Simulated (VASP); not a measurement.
Input of a VASP 6.6.1 run:

The input POSCAR:

```
Al15N15O
1.0
    6.2595139128      0.0000000578      0.0000000000
   -3.1297570064      5.4208980350      0.0000000000
    0.0000000000      0.0000000000     10.0348065929
Al O N
15 1 15
Direct
    0.3344444416      0.1681316650      0.2524672317
    0.3320808783      0.1704081229      0.7488069592
    0.1678026756      0.3348183807      0.9923735199
    0.3343288596      0.6636800228      0.2579964531
    0.1712912760      0.8272506047      0.4968687277
    0.3316228865      0.6620192489      0.7453748659
    0.1688554797      0.8347776202      1.0018885031
    0.8388419754      0.1681532352      0.2579508056
    0.6755292036      0.3313254798      0.4968860989
    0.8404884624      0.1708237878      0.7453671909
    0.6678454185      0.3338653217      1.0018662521
    0.8341016095      0.6683682068      0.2516134167
    0.6630591988      0.8393721642      0.4973812553
    0.8339098963      0.6686846241      0.7470508156
    0.6667688486      0.8359323102      1.0002873650
    0.3472509116      0.1554523015      0.4334051889
    0.1708407910      0.3317652036      0.1864584202
    0.3367072566      0.1658556465      0.9421940507
    0.1698463768      0.3326848618      0.7131457457
    0.3426769383      0.6848798291      0.4377369792
    0.1677088572      0.8326277355      0.1907042779
    0.3349459605      0.6747120409      0.9410343276
    0.1695235191      0.8359357185      0.6881488392
    0.8175429086      0.1596396894      0.4377038584
    0.6698394532      0.3346684032      0.1906731098
    0.8278278117      0.1675639809      0.9410154519
    0.6668051302      0.3331036394      0.6881825685
    0.8330001204      0.6695119260      0.4399411113
    0.6702504095      0.8322169527      0.1879360731
    0.8336862745      0.6688114991      0.9390133847
    0.6688710375      0.8335128805      0.6919909230
```

The input INCAR.step1:

```
PREC = Accurate ; ENCUT = 520
EDIFF = 1E-5 ; ISMEAR = -1
SIGMA = 0.01 ; LREAL = Auto
LASPH = T ; NELM = 120
ALGO = Normal ; ISIF = 2
LWAVE = T ; GGA = PE
NELECT = 128.0 ; NBANDS = 84
GGA_COMPAT = F ; ISYM = -1
```

The input INCAR.step2:

```
PREC = Accurate ; ENCUT = 520
EDIFF = 1E-6 ; ISMEAR = -1
SIGMA = 0.01 ; LREAL = Auto
LASPH = T ; NELM = 120
ALGO = Normal ; ISIF = 2
LWAVE = F ; LCHARG = T
GGA = PE ; LHFCALC = T
HFSCREEN = 0.2079 ; PRECFOCK = Fast
LELF = T ; LVHAR = T
ISTART = 1 ; NELECT = 128.0
NBANDS = 84 ; GGA_COMPAT = F
ISYM = -1
```

File KPOINTS:

```
explicit points
1
Reciprocal
  0.25000000   0.25000000   0.25000000 1
```

Potentials or basis: VASP PAW PBE potentials, release 64 (Al, O, N).

Run with:

```sh
$ cat potpaw_PBE.64/Al/POTCAR potpaw_PBE.64/O/POTCAR potpaw_PBE.64/N/POTCAR > POTCAR
$ cp INCAR.step1 INCAR
$ mpirun -np 1 vasp_std > vasp.out
$ cp INCAR.step2 INCAR
$ mpirun -np 1 vasp_std > vasp.out
```

Question: Estimate the largest force.

Answer: 0.284 eV/Å.

Forces in eV/Å, atoms in the order of the input:
```
Al  -0.011  0.009  0.093
Al  -0.055  0.038 -0.011
Al   0.009 -0.011  0.036
Al  -0.010  0.011  0.071
Al   0.055  0.022 -0.006
Al   0.004 -0.047 -0.004
Al   0.027 -0.008  0.007
Al  -0.016  0.005  0.076
Al   0.004 -0.056 -0.008
Al   0.044  0.028 -0.004
Al   0.027 -0.030  0.006
Al  -0.019  0.013  0.036
Al  -0.035  0.019 -0.026
Al  -0.016  0.014 -0.009
Al   0.001 -0.011  0.017
O    0.200 -0.113 -0.167
N    0.017 -0.011  0.002
N   -0.031  0.018  0.011
N   -0.003 -0.004  0.200
N   -0.029  0.219 -0.122
N    0.002  0.005 -0.029
N   -0.008 -0.011  0.017
N    0.005 -0.019  0.008
N   -0.202 -0.082 -0.124
N   -0.008 -0.003 -0.027
N    0.003  0.021  0.018
N    0.014 -0.002  0.005
N    0.013 -0.008 -0.070
N    0.026 -0.018 -0.024
N   -0.014  0.015  0.015
N    0.005 -0.006  0.012
```

Caveat: the cell carries a net charge on a neutralising background, which shifts energy and pressure; the PAW data sets were made with another functional, which shifts forces and pressure a little.
